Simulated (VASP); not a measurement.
Wanted: the native input for a VASP 6.6.1 run.

| Item | Value |
| --- | --- |
| Task | single point |
| Functional | r2SCAN |
| Potentials or basis | VASP PAW PBE potentials, release 64 (Ti_sv, Si) |
| Cutoff | 550 eV |
| k mesh | 12 × 12 × 6 |
| Occupations | gaussian, width 0.1633 eV |
| Spin | no spin polarisation |
| Dipole correction | no |
| Further INCAR settings | ALGO = Normal; EDIFF = 1e-06; NBANDS = 24 |

TiSi:

```
Ti Si
1.0
     1.64909    2.85631    0.00000
    -1.64909    2.85631    0.00000
     0.00000    0.00000    5.49698
Ti Si
2 2
Direct
  0.00000 0.00000 0.00000
  0.00000 0.00000 0.50000
  0.33333 0.33334 0.25000
  0.66666 0.66667 0.75000
```

These files were run (other wordings do the same):

POSCAR

```
TiSi
1.0
    1.6490940000      2.8563130000      0.0000000000
   -1.6490940000      2.8563130000      0.0000000000
    0.0000000000      0.0000000000      5.4969790000
Ti Si
2 2
Direct
    0.0000000000      0.0000000000      0.0000000000
    0.0000000000      0.0000000000      0.5000000000
    0.3333300000      0.3333400000      0.2500000000
    0.6666600000      0.6666700000      0.7500000000
```

INCAR.step1

```
SYSTEM = TiSi
ALGO = Normal ; EDIFF = 1E-5
ENCUT = 550 ; GGA = PE
GGA_COMPAT = .FALSE. ; ISMEAR = 0
LASPH = .TRUE. ; LCHARG = .FALSE.
LREAL = .FALSE. ; LWAVE = .TRUE.
NBANDS = 24 ; NELM = 120
PREC = Accurate ; SIGMA = 0.1633
```

INCAR.step2

```
SYSTEM = TiSi
ALGO = Normal ; EDIFF = 1E-6
ENCUT = 550 ; GGA_COMPAT = .FALSE.
ISIF = 2 ; ISMEAR = 0
ISTART = 1 ; LASPH = .TRUE.
LCHARG = .FALSE. ; LMIXTAU = .TRUE.
LREAL = .FALSE. ; LWAVE = .FALSE.
METAGGA = R2SCAN ; NBANDS = 24
NELM = 120 ; PREC = Accurate
SIGMA = 0.1633
```

KPOINTS

```
k-points
0
G
  12 12 6
  0 0 0
```

Potentials or basis: VASP PAW PBE potentials, release 64 (Ti_sv, Si).

Launch:

```bash
$ cat potpaw_PBE.64/Ti_sv/POTCAR potpaw_PBE.64/Si/POTCAR > POTCAR
$ cp INCAR.step1 INCAR
$ mpirun -np 1 vasp_std > vasp.out
$ cp INCAR.step2 INCAR
$ mpirun -np 1 vasp_std > vasp.out
```

It gave:

- Pressure: 62.7 GPa
- Band gap on the k mesh: zero (bands 16 and 17 overlap by 0.59 eV)

Caveat: the stress differs along the axes, from 52 to 85 GPa; the PAW data sets were made with another functional, which shifts forces and pressure a little.

Run time: 27 min on 1 thread of Oxide Virtual Turin-like Processor, with other jobs on the host, peak memory 0.29 GiB.
